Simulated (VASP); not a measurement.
Runs of VASP 6.6.1 on Ta. The structure is that of space group Pm-3m (No. 221), or close to it. The cells are those of the table. This isn't the form of Ta at room conditions, which is bcc.

```csv
task,cell,cutoff (eV),gap on the mesh (eV),pressure (GPa)
single point,"a = 2.407 Å, 1 atom",520,none,(a)
relaxation of cell and atoms,"relaxed to 120 GPa from a = 2.409 Å, 1 atom",600,none,120.0
single point,"a = 2.409 Å, 1 atom",520,none,122.0
relaxation of cell and atoms,"relaxed to 120 GPa from a = 2.411 Å, 1 atom",600,none,120.0
```

Alike in all rows: level PBE; potentials or basis VASP PAW PBE potentials, release 64 (Ta_pv); no spin polarisation; k mesh 16 × 16 × 16; smearing fermi-dirac 0.1 eV.

Q: Fill in the values left out.

A: (a) 123.5.

Caveats: spin-orbit coupling is left out, which moves the levels of the heavy elements; the cell stands under pressure (at least some runs); the cell is relaxed towards a set pressure, so the run minimises the enthalpy, not the energy (at least some runs).

A k mesh can miss the band edges, and the runs leave out spin-orbit coupling on Ta.

A gap of «none» marks levels without a gap at the run's occupations.
